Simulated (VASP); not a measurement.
# CoO (R-3m) in VASP: settings compared, part 2 of 2

VASP 6.6.1. The steps go on from the part before.

## 4. Single point, r2SCAN, collinear spin, ferromagnetic start

This run uses another cell than the first one, of 9.00 Å³/atom, 0.940 times its volume.

POSCAR

```
CoO
1.0
    1.4747370529      0.8514398345      2.3901185036
   -1.4747370529      0.8514398345      2.3901185036
    0.0000000000     -1.7028796690      2.3901185036
Co O
1 1
Direct
    0.0000000000      0.0000000000      0.0000000000
    0.5000000000      0.5000000000      0.5000000000
```

INCAR.step1

```
SYSTEM = CoO
PREC = Accurate
ENCUT = 520
ISMEAR = -1
SIGMA = 0.05
LREAL = .False.
LASPH = .True.
NELM = 150
ISPIN = 2
MAGMOM = 2 0
LMAXMIX = 4
NBANDS = 18
GGA = PE
ALGO = Normal
EDIFF = 1E-4
LWAVE = .True.
LCHARG = .False.
```

INCAR.step2

```
SYSTEM = CoO
PREC = Accurate
ENCUT = 520
EDIFF = 1E-6
ISMEAR = -1
SIGMA = 0.05
LREAL = .False.
LASPH = .True.
NELM = 150
ALGO = Normal
ISIF = 2
LWAVE = .False.
LCHARG = .False.
ISPIN = 2
MAGMOM = 2 0
LORBIT = 11
LMAXMIX = 4
METAGGA = R2SCAN
LMIXTAU = .True.
NBANDS = 18
ISTART = 1
```

KPOINTS

```
regular mesh
0
Gamma
  11 11 11
  0 0 0
```

Potentials or basis: VASP PAW PBE potentials, release 64 (Co, O).

On the command line:

```bash
> cat potpaw_PBE.64/Co/POTCAR potpaw_PBE.64/O/POTCAR > POTCAR
> cp INCAR.step1 INCAR
> mpirun -np 1 vasp_std > vasp.out
> cp INCAR.step2 INCAR
> mpirun -np 1 vasp_std > vasp.out
```

OUTCAR:

```text
SYSTEM = CoO
   PREC = Accurate
   ENCUT = 520
   EDIFF = 1E-6
   ISMEAR = -1
   LREAL = .False.
   LASPH = .True.
   NELM = 150
   ISIF = 2
   ISPIN = 2
   LORBIT = 11
   METAGGA = R2SCAN
   ISTART = 1

 ion  position               nearest neighbor table
   1  0.000  0.000  0.000-   2 2.08   2 2.08   2 2.08   2 2.08   2 2.08   2 2.08
   2  0.500  0.500  0.500-   1 2.08   1 2.08   1 2.08   1 2.08   1 2.08   1 2.08

  LATTYP: Found a trigonal (rhomboedric) cell.
 ALAT       =     2.9347002621
 COS(alpha) =     0.4949531367

  Lattice vectors:

 A1 = (   1.4747370529,   0.8514398345,   2.3901185036)
 A2 = (  -1.4747370529,   0.8514398345,   2.3901185036)
 A3 = (   0.0000000000,  -1.7028796690,   2.3901185036)

Analysis of symmetry for initial positions (statically):
=====================================================================
 Subroutine PRICEL returns:
 Original cell was already a primitive cell.

 Routine SETGRP: Setting up the symmetry group for a
 trigonal (rhombohedral) supercell.

 Subroutine GETGRP returns: Found 12 space group operations
 (whereof 12 operations were pure point group operations)
 out of a pool of 12 trial point group operations.

The static configuration has the point symmetry D_3d.

Analysis of symmetry for dynamics (positions and initial velocities):
=====================================================================
 Subroutine PRICEL returns:
 Original cell was already a primitive cell.

 Routine SETGRP: Setting up the symmetry group for a
 trigonal (rhombohedral) supercell.

 Subroutine GETGRP returns: Found 12 space group operations
 (whereof 12 operations were pure point group operations)
 out of a pool of 12 trial point group operations.

The dynamic configuration has the point symmetry D_3d.

Analysis of structural, dynamic, and magnetic symmetry:
=====================================================================
 Subroutine PRICEL returns:
 Original cell was already a primitive cell.

 Routine SETGRP: Setting up the symmetry group for a
 trigonal (rhombohedral) supercell.

 Subroutine GETGRP returns: Found 12 space group operations
 (whereof 12 operations were pure point group operations)
 out of a pool of 12 trial point group operations.

The overall configuration has the point symmetry D_3d.

 Subroutine INISYM returns: Found 12 space group operations
 (whereof 12 operations are pure point group operations),
 and found     1 'primitive' translations

----------------------------------------------------------------------------------------

                                     Primitive cell

  volume of cell :      18.0069

  direct lattice vectors                    reciprocal lattice vectors
     1.474737053  0.851439835  2.390118504     0.339043492  0.195746851  0.139463099
    -1.474737053  0.851439835  2.390118504    -0.339043492  0.195746851  0.139463099
     0.000000000 -1.702879669  2.390118504     0.000000000 -0.391493703  0.139463099

  length of vectors
     2.934700262  2.934700262  2.934700262     0.415592679  0.415592679  0.415592679

  position of ions in fractional coordinates (direct lattice)
     0.000000000  0.000000000  0.000000000
     0.500000000  0.500000000  0.500000000

  ion indices of the primitive-cell ions
   primitive index   ion index
                 1           1
                 2           2
[... 59 lines left out ...]
   ions per type =               1   1
   NGX,Y,Z   is equivalent  to a cutoff of  13.60, 13.60, 13.60 a.u.
   NGXF,Y,Z  is equivalent  to a cutoff of  27.19, 27.19, 27.19 a.u.
 SYSTEM =  CoO
   PREC   = accura    normal or accurate (medium, high low for compatibility)
   ISTART =      1    job   : 0-new  1-cont  2-samecut
   ICHARG =      0    charge: 1-file 2-atom 10-const
   ISPIN  =      2    spin polarized calculation?
   LNONCOLLINEAR =      F non collinear calculations
   LSORBIT =      F    spin-orbit coupling
   LASPH  =      T    aspherical Exc in radial PAW
   ENCUT  =  520.0 eV  38.22 Ry    6.18 a.u.   5.46  5.46  5.46*2*pi/ulx,y,z
   NELM   =    150;   NELMIN=  2; NELMDL=  0     # of ELM steps
   EDIFF  = 0.1E-05   stopping-criterion for ELM
   LREAL  =      F    real-space projection
   EDIFFG = 0.1E-04   stopping-criterion for IOM
   NSW    =      0    number of steps for IOM
   IBRION =     -1    ionic relax: 0-MD 1-quasi-New 2-CG
   NFREE  =      0    steps in history (QN), initial steepest desc. (CG)
   ISIF   =      2    stress and relaxation
   ISYM   =      2    0-nonsym 1-usesym 2-fastsym
   POTIM  = 0.5000    time-step for ionic-motion
   TEBEG  =    0.0;   TEEND  =   0.0 temperature during run
   PSTRESS=    0.0 pullay stress
   NELECT =      15.0000    total number of electrons
   NUPDOWN=      -1.0000    fix difference up-down
   EMIN   =  10.00;   EMAX   =-10.00  energy-range for DOS
   EFERMI =   0.00;   METHOD = LEGACY
   ISMEAR =    -1;   SIGMA  =   0.05  broadening in eV -4-tet -1-fermi 0-gaus
   EFERMI_NEDOS =   21; number of points for ismear=-14 and -15
   IALGO  =     38    algorithm
   IMIX   =      4    mixing-type and parameters
     AMIX     =   0.40;   BMIX     =  1.00
     AMIX_MAG =   1.60;   BMIX_MAG =  1.00
  volume/ion in A,a.u.               =       9.00        60.76
  Fermi-wavevector in a.u.,A,eV,Ry     =   1.540372  2.910880 32.283151  2.372745
  Thomas-Fermi vector in A             =   2.646468
   LORBIT       =     11    0 simple, 1 ext, 2 COOP (PROOUT), +10 PAW based schemes
   METAGGA = R2SCAN    functional components
   LHFCALC =     F    Hartree Fock is set to
   AEXX    =    0.0000 exact exchange contribution
   IVDW    =     0    specifies the selected vdW correction
   LEPSILON=     F    determine dielectric tensor
   LRPA    =     F    only Hartree local field effects (RPA)
 spin polarized calculation
  energy-cutoff  :      520.00
  volume of cell :       18.01
 maximum number of plane-waves:       531
 NGX is ok and might be reduce to    24
   NGX = 11   NGY = 11   NGZ = 11

 number of electron      14.9999999 magnetization       2.9992432

 Free energy of the ion-electron system (eV)
  ---------------------------------------------------
  ext. energy  EPLUGINS =         0.00000000
  ---------------------------------------------------
  free energy    TOTEN  =       -21.06129037 eV

  energy without entropy =      -21.03201553  energy(sigma->0) =      -21.04665295

 E-fermi :   8.8162     XC(G=0): -13.5488

 val. band max:        8.8091219760   @ k =   0.4545   0.1818  -0.0000
 cond. band min:       8.8197723328   @ k =  -0.3636  -0.4545   0.1818
 fundamental gap:      0.0106503568
 Fermi energy:         8.8161577702

 spin component 1

 k-point     1 :       0.0000    0.0000    0.0000
  band No.  band energies     occupation
      1     -13.1162      1.00000
      2       4.7066      1.00000
      3       4.7066      1.00000
      4       5.0533      1.00000
      5       5.0533      1.00000
      6       5.0638      1.00000
[... 493 lines left out ...]
     17      38.4959      0.00000
     18      39.8982      0.00000

 [... further k-points ...]

 spin component 2

 k-point     1 :       0.0000    0.0000    0.0000
  band No.  band energies     occupation
      1     -12.5506      1.00000
      2       5.9396      1.00000
      3       5.9396      1.00000
      4       5.9997      1.00000
      5       7.5395      1.00000
      6       7.5395      1.00000
[... 493 lines left out ...]
     17      39.6646      0.00000
     18      41.4175      0.00000

 [... further k-points ...]
[... 5 lines left out ...]
  --------------------------------------------------------------------------------------
  -------------------------------------------------------------------------------------
  Total        0.9468295      0.9468295      0.9150907      0.0000000     -0.0000000      0.0000000
  in kB       84.2448008     84.2448008     81.4208247      0.0000000     -0.0000000      0.0000000
  external PRESSURE =      83.3034754 kB  Pullay stress =       0.0000000 kB

 VOLUME and BASIS-vectors are now :
 -----------------------------------------------------------------------------
  energy-cutoff  :      520.00
  volume of cell :       18.01
      direct lattice vectors                 reciprocal lattice vectors
     1.474737053  0.851439835  2.390118504     0.339043492  0.195746851  0.139463099
    -1.474737053  0.851439835  2.390118504    -0.339043492  0.195746851  0.139463099
     0.000000000 -1.702879669  2.390118504     0.000000000 -0.391493703  0.139463099

 POSITION                                       TOTAL-FORCE (eV/Angst)
 -----------------------------------------------------------------------------------
      0.00000      0.00000      0.00000         0.000000      0.000000      0.000000
      0.00000      0.00000      3.58518        -0.000000     -0.000000     -0.000000
 -----------------------------------------------------------------------------------
    total drift:                               -0.000000      0.000000     -0.000000

  FREE ENERGIE OF THE ION-ELECTRON SYSTEM (eV)
  ---------------------------------------------------
  free  energy   TOTEN  =       -21.0612903663 eV

  energy  without entropy=      -21.0320155287  energy(sigma->0) =      -21.04665295

 total charge

# of ion       s       p       d       tot
------------------------------------------
    1        0.319   0.419   7.153   7.891
    2        1.557   3.516   0.000   5.073
--------------------------------------------------
tot          1.876   3.934   7.153  12.964

 magnetization (x)

# of ion       s       p       d       tot
------------------------------------------
    1        0.024   0.022   2.639   2.685
    2        0.031   0.267   0.000   0.299
--------------------------------------------------
tot          0.055   0.289   2.639   2.983
```

Run time: 6.9 min. Hardware: 1 thread of Intel Xeon 8259CL, shared host; peak memory 0.22 GiB.

What came out:

- Free energy: -21.0613 eV
- Pressure: 8.3 GPa
- Band gap on the k mesh: zero (filled and empty bands overlap)
- Net moment: 3.00 μB per cell
- Site moments: Co +2.69; O +0.30 μB
- Valence electrons inside the program's atomic spheres: Co 7.89; O 5.07

Caveat: the PAW data sets were made with another functional, which shifts forces and pressure a little; a cell with one magnetic atom can't hold antiferromagnetic order, which such compounds often take; semilocal functionals often make such compounds metallic where correlation or magnetic order opens a gap, which also shifts bond lengths. With open d or f shells a metallic result of r2SCAN can be an artefact of self-interaction; +U or a hybrid may open a gap.

## 5. Single point, r2SCAN, collinear spin, ferromagnetic start

This run uses another cell than the first one, of 9.20 Å³/atom, 0.960 times its volume.

POSCAR

```
CoO
1.0
    1.4851228673      0.8574360872      2.4069508786
   -1.4851228673      0.8574360872      2.4069508786
    0.0000000000     -1.7148721745      2.4069508786
Co O
1 1
Direct
    0.0000000000      0.0000000000      0.0000000000
    0.5000000000      0.5000000000      0.5000000000
```

INCAR.step1

```
PREC     = Accurate       # precision mode
ENCUT    = 520            # plane-wave cutoff, eV
ISMEAR   = -1             # smearing method
SIGMA    = 0.05           # smearing width, eV
LREAL    = False          # projectors in reciprocal space
LASPH    = True           # aspherical terms in the spheres
NELM     = 150            # most SCF steps
ISPIN    = 2              # spin polarisation
MAGMOM   = 2 0            # initial moments
LMAXMIX  = 4              # l up to which the mixer works
NBANDS   = 18             # bands
GGA      = PE             # functional
ALGO     = Normal         # electronic algorithm
EDIFF    = 1E-4           # SCF threshold, eV
LWAVE    = True           # write WAVECAR
LCHARG   = False          # write CHGCAR
```

INCAR.step2

```
PREC     = Accurate       # precision mode
ENCUT    = 520            # plane-wave cutoff, eV
EDIFF    = 1E-7           # SCF threshold, eV
ISMEAR   = -1             # smearing method
SIGMA    = 0.05           # smearing width, eV
LREAL    = False          # projectors in reciprocal space
LASPH    = True           # aspherical terms in the spheres
NELM     = 150            # most SCF steps
ALGO     = Normal         # electronic algorithm
ISIF     = 2              # what is computed and relaxed
LWAVE    = False          # write WAVECAR
LCHARG   = False          # write CHGCAR
ISPIN    = 2              # spin polarisation
MAGMOM   = 2 0            # initial moments
LORBIT   = 11             # projections on sites
LMAXMIX  = 4              # l up to which the mixer works
METAGGA  = R2SCAN         # meta-GGA
LMIXTAU  = True         
NBANDS   = 18             # bands
ISTART   = 1
```

KPOINTS

```
regular mesh
0
Gamma
  11 11 11
```

Potentials or basis: VASP PAW PBE potentials, release 64 (Co, O).

On the command line:

```bash
> cat potpaw_PBE.64/Co/POTCAR potpaw_PBE.64/O/POTCAR > POTCAR
> cp INCAR.step1 INCAR
> mpirun -np 1 vasp_std > vasp.out
> cp INCAR.step2 INCAR
> mpirun -np 1 vasp_std > vasp.out
```

OUTCAR:

```text
PREC = Accurate
   ENCUT = 520
   EDIFF = 1E-7
   ISMEAR = -1
   LREAL = False
   LASPH = True
   NELM = 150
   ISIF = 2
   ISPIN = 2
   LORBIT = 11
   METAGGA = R2SCAN
   ISTART = 1

 ion  position               nearest neighbor table
   1  0.000  0.000  0.000-   2 2.10   2 2.10   2 2.10   2 2.10   2 2.10   2 2.10
   2  0.500  0.500  0.500-   1 2.10   1 2.10   1 2.10   1 2.10   1 2.10   1 2.10

  LATTYP: Found a trigonal (rhomboedric) cell.
 ALAT       =     2.9553678462
 COS(alpha) =     0.4949531367

  Lattice vectors:

[... 1223 lines left out ...]
  external PRESSURE =      32.6610706 kB  Pullay stress =       0.0000000 kB

 VOLUME and BASIS-vectors are now :
 -----------------------------------------------------------------------------
  energy-cutoff  :      520.00
  volume of cell :       18.39
      direct lattice vectors                 reciprocal lattice vectors
     1.485122867  0.857436087  2.406950879     0.336672481  0.194377947  0.138487801
    -1.485122867  0.857436087  2.406950879    -0.336672481  0.194377947  0.138487801
     0.000000000 -1.714872174  2.406950879     0.000000000 -0.388755895  0.138487801

 POSITION                                       TOTAL-FORCE (eV/Angst)
 -----------------------------------------------------------------------------------
      0.00000      0.00000      0.00000         0.000000     -0.000000      0.000000
      0.00000     -0.00000      3.61043         0.000000      0.000000     -0.000000
 -----------------------------------------------------------------------------------
    total drift:                               -0.000000      0.000000     -0.000000

  FREE ENERGIE OF THE ION-ELECTRON SYSTEM (eV)
  ---------------------------------------------------
  free  energy   TOTEN  =       -21.0757138282 eV

  energy  without entropy=      -21.0452499603  energy(sigma->0) =      -21.06048189

 total charge

# of ion       s       p       d       tot
------------------------------------------
    1        0.312   0.402   7.137   7.852
    2        1.557   3.503   0.000   5.060
--------------------------------------------------
tot          1.869   3.906   7.137  12.912

 magnetization (x)

# of ion       s       p       d       tot
------------------------------------------
    1        0.024   0.021   2.643   2.688
    2        0.030   0.265   0.000   0.295
--------------------------------------------------
tot          0.054   0.286   2.643   2.983
```

OSZICAR.step1:

```text
N       E                     dE             d eps       ncg     rms          rms(c)
DAV:   1     0.769121513371E+02    0.76912E+02   -0.66333E+03 11036   0.971E+02
DAV:   2    -0.106273416954E+02   -0.87539E+02   -0.75727E+02 11058   0.224E+02
DAV:   3    -0.153192635028E+02   -0.46919E+01   -0.45069E+01 12236   0.544E+01
DAV:   4    -0.153668146268E+02   -0.47551E-01   -0.47513E-01 12900   0.525E+00
DAV:   5    -0.153678399607E+02   -0.10253E-02   -0.10252E-02 13048   0.767E-01    0.167E+01
DAV:   6    -0.141680956166E+02    0.11997E+01   -0.14861E+01 13700   0.587E+01    0.185E+01
DAV:   7    -0.131324840752E+02    0.10356E+01   -0.56778E+00 13060   0.444E+01    0.792E+00
DAV:   8    -0.130598847660E+02    0.72599E-01   -0.32087E-01 15008   0.878E+00    0.425E+00
DAV:   9    -0.130545173067E+02    0.53675E-02   -0.13033E-01 15838   0.613E+00    0.203E+00
DAV:  10    -0.130509827393E+02    0.35346E-02   -0.33213E-02 15872   0.336E+00    0.733E-01
DAV:  11    -0.130492204944E+02    0.17622E-02   -0.17701E-02 14808   0.218E+00    0.252E-01
DAV:  12    -0.130491414061E+02    0.79088E-04   -0.17539E-03 14426   0.515E-01    0.502E-02
DAV:  13    -0.130491366714E+02    0.47347E-05   -0.96684E-05  7258   0.832E-02
   1 F= -.13049137E+02 E0= -.13031842E+02  d E =-.345896E-01  mag=     2.7657
```

Wall time 8.1 min (1 thread of Intel Xeon 8259CL, shared host); peak memory 0.22 GiB.

Results:

```
Free energy                                           : -21.0757 eV
Pressure                                              : 3.3 GPa
Band gap on the k mesh                                : zero (filled and empty bands overlap)
Net moment                                            : 3.00 μB per cell
Site moments                                          : Co +2.69; O +0.29 μB
Valence electrons inside the program's atomic spheres : Co 7.85; O 5.06
```

Caveat: the PAW data sets were made with another functional, which shifts forces and pressure a little; a cell with one magnetic atom can't hold antiferromagnetic order, which such compounds often take; semilocal functionals often make such compounds metallic where correlation or magnetic order opens a gap, which also shifts bond lengths.

## 6. Overview

```csv
level,potentials or basis,cell,gap on the mesh (eV),pressure (GPa),moment (μB)
LDA,"VASP PAW LDA potentials, release 64 (Co, O)","a = 2.996 Å, angles 60.3°, 2 atoms",none,-19.4,2.71
LDA,"VASP PAW LDA potentials, release 64 (Co, O)","a = 3.035 Å, angles 60.3°, 2 atoms",none,-23.8,2.85
r2SCAN,"VASP PAW PBE potentials, release 64 (Co, O)","a = 2.935 Å, angles 60.3°, 2 atoms",none,8.3,3.00
r2SCAN,"VASP PAW PBE potentials, release 64 (Co, O)","a = 2.955 Å, angles 60.3°, 2 atoms",none,3.3,3.00
```

Alike in all rows: task single point; spin collinear, ferromagnetic start; k mesh 11 × 11 × 11; cutoff (eV) 520; smearing fermi-dirac 0.05 eV.

Caveats: a cell with one magnetic atom can't hold antiferromagnetic order, which such compounds often take; semilocal functionals often make such compounds metallic where correlation or magnetic order opens a gap, which also shifts bond lengths; the PAW data sets were made with another functional, which shifts forces and pressure a little (some runs).

Total energies depend on the potentials used, so only differences within one code and one set of settings carry meaning.
